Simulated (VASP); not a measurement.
# TiH (I4mm) in VASP: further runs

Runs on TiH. Level: LDA. Tasks: single point.

Program: VASP 6.6.1. These are calculated values, not measurements. Logs are shortened: lines on timing, memory, paths and dates and some standing lists are left out, and cuts for length are marked.

## 1. The cell of the first run

Symmetry: I4mm, No. 107, tetragonal system. Conventional cell: a = 2.955 Å, b = 2.955 Å, c = 4.179 Å, α = 90.00°, β = 90.00°, γ = 90.00°. Within 2.6 Å of Ti (site symmetry 4mm) lie 6 H at 1.99 to 2.19 Å. H (site symmetry 4mm) has 6 Ti at 1.99 to 2.19 Å within 2.6 Å.

## 2. Single point, LDA

Contents of INCAR:

```
PREC = Accurate ; ENCUT = 520
EDIFF = 1E-6 ; ISMEAR = 0
SIGMA = 0.15 ; LREAL = False
LASPH = True ; NELM = 80
ALGO = Normal ; ISIF = 2
LWAVE = False ; LCHARG = False
NBANDS = 14
```

Contents of KPOINTS:

```
regular mesh
0
Gamma
  20 20 20
```

Contents of POSCAR:

```
TiH
1.0
    0.0000000000      2.0896972200      2.0896972200
    2.0896972200      0.0000000000      2.0896972200
    2.0896972200      2.0896972200      0.0000000000
Ti H
1 1
Direct
    0.0239269113      0.0239269113     -0.0239269113
    0.5000000000      0.5000000000      0.5000000000
```

Potentials or basis: VASP PAW LDA potentials, release 64 (Ti_sv, H).

Started as:

```bash
$ cat potpaw_LDA.64/Ti_sv/POTCAR potpaw_LDA.64/H/POTCAR > POTCAR
$ mpirun -np 1 vasp_std > vasp.out
```

OUTCAR:

```text
PREC = Accurate
   ENCUT = 520
   EDIFF = 1E-6
   ISMEAR = 0
   LREAL = False
   LASPH = True
   NELM = 80
   ISIF = 2

 ion  position               nearest neighbor table
   1  0.024  0.024  0.976-
   2  0.500  0.500  0.500-

  LATTYP: Found a face centered cubic cell.
 ALAT       =     4.1793944400

  Lattice vectors:

 A1 = (   0.0000000000,   2.0896972200,   2.0896972200)
 A2 = (   2.0896972200,   0.0000000000,   2.0896972200)
 A3 = (   2.0896972200,   2.0896972200,   0.0000000000)

Analysis of symmetry for initial positions (statically):
=====================================================================
 Subroutine PRICEL returns:
 Original cell was already a primitive cell.

 Routine SETGRP: Setting up the symmetry group for a
 face centered cubic supercell.

 Subroutine GETGRP returns: Found  8 space group operations
 (whereof  8 operations were pure point group operations)
 out of a pool of 48 trial point group operations.

The static configuration has the point symmetry C_4v.

Analysis of symmetry for dynamics (positions and initial velocities):
=====================================================================
 Subroutine PRICEL returns:
 Original cell was already a primitive cell.

 Routine SETGRP: Setting up the symmetry group for a
 face centered cubic supercell.

 Subroutine GETGRP returns: Found  8 space group operations
 (whereof  8 operations were pure point group operations)
 out of a pool of 48 trial point group operations.

The dynamic configuration has the point symmetry C_4v.

 Subroutine INISYM returns: Found  8 space group operations
 (whereof  8 operations are pure point group operations),
 and found     1 'primitive' translations

----------------------------------------------------------------------------------------

                                     Primitive cell

  volume of cell :      18.2507

  direct lattice vectors                    reciprocal lattice vectors
     0.000000000  2.089697220  2.089697220    -0.239269113  0.239269113  0.239269113
     2.089697220  0.000000000  2.089697220     0.239269113 -0.239269113  0.239269113
     2.089697220  2.089697220  0.000000000     0.239269113  0.239269113 -0.239269113

  length of vectors
     2.955278150  2.955278150  2.955278150     0.414426260  0.414426260  0.414426260

  position of ions in fractional coordinates (direct lattice)
     0.023926911  0.023926911  0.976073089
     0.500000000  0.500000000  0.500000000

  ion indices of the primitive-cell ions
   primitive index   ion index
                 1           1
                 2           2

----------------------------------------------------------------------------------------

 KPOINTS: regular mesh

Automatic generation of k-mesh.
 Grid dimensions read from file:
 generate k-points for:   20   20   20

 Generating k-lattice:

  Cartesian coordinates                     Fractional coordinates (reciprocal lattice)
    -0.011963456  0.011963456  0.011963456     0.050000000  0.000000000  0.000000000
     0.011963456 -0.011963456  0.011963456     0.000000000  0.050000000  0.000000000
     0.011963456  0.011963456 -0.011963456     0.000000000  0.000000000  0.050000000

  Length of vectors
     0.020721313  0.020721313  0.020721313

  Shift w.r.t. Gamma in fractional coordinates (k-lattice)
     0.000000000  0.000000000  0.000000000

 Subroutine IBZKPT returns following result:
 ===========================================

 Found    641 irreducible k-points:

 Following reciprocal coordinates:
            Coordinates               Weight
  0.000000  0.000000  0.000000      1.000000
  0.050000  0.000000  0.000000      8.000000
  0.100000  0.000000  0.000000      8.000000
  0.150000  0.000000  0.000000      8.000000
  0.200000  0.000000  0.000000      8.000000
  0.250000  0.000000  0.000000      8.000000
[... 16 lines left out ...]
  0.000000  0.300000  0.050000     16.000000
  0.350000  0.050000  0.000000      8.000000
 [... further k-points ...]
   k-points           NKPTS =    641   k-points in BZ     NKDIM =    641   number of bands    NBANDS=     14
   number of dos      NEDOS =    301   number of ions     NIONS =      2
   total plane-waves  NPLWV =  13824
   dimension x,y,z NGX =    24 NGY =   24 NGZ =   24
   dimension x,y,z NGXF=    48 NGYF=   48 NGZF=   48
   ions per type =               1   1
   NGX,Y,Z   is equivalent  to a cutoff of  13.50, 13.50, 13.50 a.u.
   NGXF,Y,Z  is equivalent  to a cutoff of  27.00, 27.00, 27.00 a.u.
 SYSTEM =  unknown system
   PREC   = accura    normal or accurate (medium, high low for compatibility)
   ISTART =      0    job   : 0-new  1-cont  2-samecut
   ICHARG =      2    charge: 1-file 2-atom 10-const
   ISPIN  =      1    spin polarized calculation?
   LNONCOLLINEAR =      F non collinear calculations
   LSORBIT =      F    spin-orbit coupling
   LASPH  =      T    aspherical Exc in radial PAW
   ENCUT  =  520.0 eV  38.22 Ry    6.18 a.u.   5.49  5.49  5.49*2*pi/ulx,y,z
   NELM   =     80;   NELMIN=  2; NELMDL= -5     # of ELM steps
   EDIFF  = 0.1E-05   stopping-criterion for ELM
   LREAL  =      F    real-space projection
   EDIFFG = 0.1E-04   stopping-criterion for IOM
   NSW    =      0    number of steps for IOM
   IBRION =     -1    ionic relax: 0-MD 1-quasi-New 2-CG
   NFREE  =      0    steps in history (QN), initial steepest desc. (CG)
   ISIF   =      2    stress and relaxation
   ISYM   =      2    0-nonsym 1-usesym 2-fastsym
   POTIM  = 0.5000    time-step for ionic-motion
   TEBEG  =    0.0;   TEEND  =   0.0 temperature during run
   PSTRESS=    0.0 pullay stress
   NELECT =      13.0000    total number of electrons
   NUPDOWN=      -1.0000    fix difference up-down
   EMIN   =  10.00;   EMAX   =-10.00  energy-range for DOS
   EFERMI =   0.00;   METHOD = LEGACY
   ISMEAR =     0;   SIGMA  =   0.15  broadening in eV -4-tet -1-fermi 0-gaus
   EFERMI_NEDOS =   21; number of points for ismear=-14 and -15
   IALGO  =     38    algorithm
   IMIX   =      4    mixing-type and parameters
     AMIX     =   0.40;   BMIX     =  1.00
     AMIX_MAG =   1.60;   BMIX_MAG =  1.00
  volume/ion in A,a.u.               =       9.13        61.58
  Fermi-wavevector in a.u.,A,eV,Ry     =   1.462051  2.762876 29.083729  2.137594
  Thomas-Fermi vector in A             =   2.578310
   LORBIT       =      0    0 simple, 1 ext, 2 COOP (PROOUT), +10 PAW based schemes
   GGA     = CA    functional components
   LHFCALC =     F    Hartree Fock is set to
   AEXX    =    0.0000 exact exchange contribution
   IVDW    =     0    specifies the selected vdW correction
   LEPSILON=     F    determine dielectric tensor
   LRPA    =     F    only Hartree local field effects (RPA)
 non-spin polarized calculation
 Gauss-broadening in eV      SIGMA  =   0.15
  energy-cutoff  :      520.00
  volume of cell :       18.25
 maximum number of plane-waves:       531
 NGX is ok and might be reduce to    24
   NGX = 11   NGY = 11   NGZ = 11

 number of electron      12.9999998 magnetization

 Free energy of the ion-electron system (eV)
  ---------------------------------------------------
  ext. energy  EPLUGINS =         0.00000000
  ---------------------------------------------------
  free energy    TOTEN  =       -12.86647680 eV

  energy without entropy =      -12.84438186  energy(sigma->0) =      -12.85542933

 E-fermi :   8.5520     XC(G=0): -12.1979

 val. band max:        8.5518938697   @ k =   0.3500   0.2000   0.1000
 cond. band min:       8.5521848685   @ k =   0.1500   0.0500   0.2000
 fundamental gap:      0.0002909988
 Fermi energy:         8.5520267844

 k-point     1 :       0.0000    0.0000    0.0000
  band No.  band energies     occupation
      1     -47.4738      2.00000
      2     -23.7844      2.00000
      3     -23.7844      2.00000
      4     -23.7839      2.00000
      5      -0.8294      2.00000
      6       9.2121      0.00000
      7       9.2121      0.00000
      8       9.2177      0.00000
      9      10.6496      0.00000
     10      10.6593      0.00000
     11      19.2275      0.00000
     12      23.2107      0.00000
     13      24.8504      0.00000
     14      24.8504      0.00000

 k-point     2 :       0.0500    0.0000    0.0000
  band No.  band energies     occupation
      1     -47.4711      2.00000
      2     -23.8007      2.00000
      3     -23.7863      2.00000
      4     -23.7860      2.00000
      5      -0.7588      2.00000
      6       9.1594      0.00000
      7       9.2405      0.00000
      8       9.2444      0.00000
      9      10.6226      0.00000
     10      10.6330      0.00000
     11      18.9287      0.00000
     12      23.2711      0.00000
     13      24.8106      0.00000
     14      24.9285      0.00000

 k-point     3 :       0.1000    0.0000    0.0000
  band No.  band energies     occupation
      1     -47.4631      2.00000
      2     -23.8482      2.00000
      3     -23.7918      2.00000
      4     -23.7915      2.00000
      5      -0.5502      2.00000
      6       8.9998      0.00002
      7       9.3139      0.00000
      8       9.3173      0.00000
      9      10.5578      0.00000
     10      10.5701      0.00000
     11      18.2148      0.00000
     12      23.3787      0.00000
     13      24.9743      0.00000
     14      25.1499      0.00000
[... 324 lines left out ...]
 k-point    23 :       0.0000    0.3000    0.0500
  band No.  band energies     occupation
      1     -47.4041      2.00000
      2     -24.1801      2.00000
      3     -23.8427      2.00000
      4     -23.8318      2.00000
      5       1.2323      2.00000
      6       7.6330      2.00000
      7       9.1389      0.00000
      8       9.2829      0.00000
      9      10.7610      0.00000
     10      11.1032      0.00000
     11      15.7154      0.00000
     12      21.3428      0.00000
     13      25.3037      0.00000
     14      27.2914      0.00000

 k-point    24 :       0.3500    0.0500    0.0000
  band No.  band energies     occupation
      1     -47.3877      2.00000
      2     -24.2712      2.00000
      3     -23.8533      2.00000
      4     -23.8442      2.00000
      5       1.8777      2.00000
      6       7.0894      2.00000
      7       8.9903      0.00004
      8       9.1413      0.00000
      9      11.0712      0.00000
     10      11.3755      0.00000
     11      15.4581      0.00000
     12      20.2917      0.00000
     13      25.4095      0.00000
     14      27.5236      0.00000

 [... further k-points ...]
[... 5 lines left out ...]
  --------------------------------------------------------------------------------------
  -------------------------------------------------------------------------------------
  Total       -0.9323852     -0.9323852     -0.6800174      0.0000000      0.0000000      0.0000000
  in kB      -81.8513565    -81.8513565    -59.6967268      0.0000000      0.0000000      0.0000000
  external PRESSURE =     -74.4664799 kB  Pullay stress =       0.0000000 kB

 VOLUME and BASIS-vectors are now :
 -----------------------------------------------------------------------------
  energy-cutoff  :      520.00
  volume of cell :       18.25
      direct lattice vectors                 reciprocal lattice vectors
     0.000000000  2.089697220  2.089697220    -0.239269113  0.239269113  0.239269113
     2.089697220  0.000000000  2.089697220     0.239269113 -0.239269113  0.239269113
     2.089697220  2.089697220  0.000000000     0.239269113  0.239269113 -0.239269113

 POSITION                                       TOTAL-FORCE (eV/Angst)
 -----------------------------------------------------------------------------------
      2.08970      2.08970      0.10000         0.000000      0.000000     -0.292622
      2.08970      2.08970      2.08970         0.000000      0.000000      0.292622
 -----------------------------------------------------------------------------------
    total drift:                               -0.000000     -0.000000      0.000249

  FREE ENERGIE OF THE ION-ELECTRON SYSTEM (eV)
  ---------------------------------------------------
  free  energy   TOTEN  =       -12.8664768021 eV

  energy  without entropy=      -12.8443818636  energy(sigma->0) =      -12.85542933
```

Wall time 80 s (1 thread of Intel Xeon Platinum 8259CL at 2.50GHz (Skylake/Cascade Lake), shared host); peak memory 0.27 GiB.

What came out:

- Free energy: -12.8665 eV
- Pressure: -7.4 GPa
- Largest force: 0.293 eV/Å
- Band gap on the k mesh: zero (an odd number of electrons rules out a gap without spin polarisation)

Forces in eV/Å, atoms in the order of the input:
```
Ti   0.000  0.000 -0.293
H    0.000  0.000  0.293
```

Stress tensor (GPa, compression positive):
```
-8.19  0.00  0.00
 0.00 -8.19  0.00
 0.00  0.00 -5.97
```

Levels at points of the mesh, in eV from the Fermi level:
```
           k point  band 4  band 5  band 6  band 7  band 8  band 9  band 10  band 11
(0.00, 0.00, 0.00)  -32.34   -9.38    0.66    0.66    0.67    2.10     2.11    10.68
(0.50, 0.00, 0.00)  -32.41   -4.93   -3.07    0.25    0.25    3.26     3.26     7.14
(0.50, 0.50, 0.00)  -32.56   -6.73   -1.85    1.65    3.16    3.63     3.63     6.78
(0.00, 0.50, 0.50)  -32.56   -6.73   -1.85    1.70    3.15    3.63     3.63     6.62
```

Caveat: the cell differs from its parent crystal (all Ti atoms moved -0.100 Å, as atom 1 towards its neighbour atom 2 (H) at 2.090 Å); the cell stands under tension; an odd number of electrons without spin polarisation forces a metal; a magnetic or distorted state may lie lower.

## 3. Single point, LDA

Contents of INCAR:

```
SYSTEM = TiH
PREC = Accurate ; ENCUT = 520
EDIFF = 1E-7 ; ISMEAR = 0
SIGMA = 0.15 ; LREAL = .False.
LASPH = .True. ; NELM = 80
ALGO = Normal ; ISIF = 2
LWAVE = .False. ; LCHARG = .True.
LELF = .True. ; LVHAR = .True.
NBANDS = 14
```

Contents of KPOINTS:

```
Automatic mesh
0
Gamma
  20 20 20
  0 0 0
```

Changes to POSCAR since step 2:

```diff
@@ -8,3 +8,3 @@
 Direct
-    0.0239269113      0.0239269113     -0.0239269113
+   -0.0119634556     -0.0119634556      0.0119634556
     0.5000000000      0.5000000000      0.5000000000
```

Potentials or basis: VASP PAW LDA potentials, release 64 (Ti_sv, H).

Started as:

```bash
$ cat potpaw_LDA.64/Ti_sv/POTCAR potpaw_LDA.64/H/POTCAR > POTCAR
$ mpirun -np 1 vasp_std > vasp.out
```

Wall time 86 s (1 thread of Intel Xeon Platinum 8259CL at 2.50GHz (Skylake/Cascade Lake), shared host); peak memory 0.27 GiB.

The run converged. Its results:

```
Free energy            : -12.8772 eV
Pressure               : -7.7 GPa
Largest force          : 0.141 eV/Å
Band gap on the k mesh : zero (an odd number of electrons rules out a gap without spin polarisation)
```

Forces in eV/Å, atoms in the order of the input:
```
Ti   0.000  0.000  0.141
H    0.000  0.000 -0.141
```

Stress tensor (GPa, compression positive):
```
-7.87  0.00  0.00
 0.00 -7.87  0.00
 0.00  0.00 -7.32
```

Levels at points of the mesh, in eV from the Fermi level:
| k point | band 3 | band 4 | band 5 | band 6 | band 7 | band 8 | band 9 | band 10 | band 11 | band 12 |
| --- | --- | --- | --- | --- | --- | --- | --- | --- | --- | --- |
| (0.00, 0.00, 0.00) | -32.34 | -32.34 | -9.39 | 0.66 | 0.66 | 0.66 | 2.10 | 2.10 | 10.74 | 14.66 |
| (0.50, 0.00, 0.00) | -32.42 | -32.42 | -4.92 | -3.09 | 0.24 | 0.24 | 3.26 | 3.26 | 7.16 | 9.30 |
| (0.50, 0.50, 0.00) | -32.56 | -32.56 | -6.74 | -1.85 | 1.68 | 3.16 | 3.63 | 3.63 | 6.71 | 9.66 |
| (0.00, 0.50, 0.50) | -32.56 | -32.56 | -6.74 | -1.85 | 1.69 | 3.16 | 3.63 | 3.63 | 6.67 | 9.67 |

Caveat: the cell differs from its parent crystal (all Ti atoms moved +0.050 Å, as atom 1 towards its neighbour atom 2 (H) at 2.090 Å); the cell stands under tension; an odd number of electrons without spin polarisation forces a metal; a magnetic or distorted state may lie lower.
